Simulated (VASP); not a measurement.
Here is a VASP 6.6.1 calculation.

The input INCAR:

```
PREC     = Accurate       # precision mode
ENCUT    = 520            # plane-wave cutoff, eV
EDIFF    = 1E-6           # SCF threshold, eV
ISMEAR   = 0              # smearing method
SIGMA    = 0.05           # smearing width, eV
LREAL    = False          # projectors in reciprocal space
LASPH    = True           # aspherical terms in the spheres
NELM     = 100            # most SCF steps
ALGO     = Normal         # electronic algorithm
ISIF     = 2              # what is computed and relaxed
LWAVE    = False          # write WAVECAR
LCHARG   = False          # write CHGCAR
GGA      = PS             # functional
NBANDS   = 31             # bands
```

The input KPOINTS:

```
Automatic mesh
0
Gamma
  6 6 6
```

The input POSCAR:

```
Al3GaN4
1.0
    4.4952608103      0.0000000000      0.0000000000
    0.0000000000      4.4952608103      0.0000000000
    0.0000000000      0.0000000000      4.4952608103
Al Ga N
3 1 4
Direct
    0.5000000000      0.5000000000      0.0000000000
    0.5000000000      0.0000000000      0.5000000000
    0.0000000000      0.5000000000      0.5000000000
    0.0000000000      0.0000000000      0.0000000000
    0.7447140287      0.7447140287      0.2552859713
    0.7447140287      0.2552859713      0.7447140287
    0.2552859713      0.7447140287      0.7447140287
    0.2552859713      0.2552859713      0.2552859713
```

Potentials or basis: VASP PAW PBE potentials, release 64 (Al, Ga_d, N).

Command:

```console
$ cat potpaw_PBE.64/Al/POTCAR potpaw_PBE.64/Ga_d/POTCAR potpaw_PBE.64/N/POTCAR > POTCAR
$ mpirun -np 1 vasp_std > vasp.out
```

(1) Predict the largest force.

(2) Estimate the band gap on the k mesh.

Answers

(1) 0.005 eV/Å.

(2) 2.96 eV, direct.

Caveat: the PAW data sets were made with another functional, which shifts forces and pressure a little.
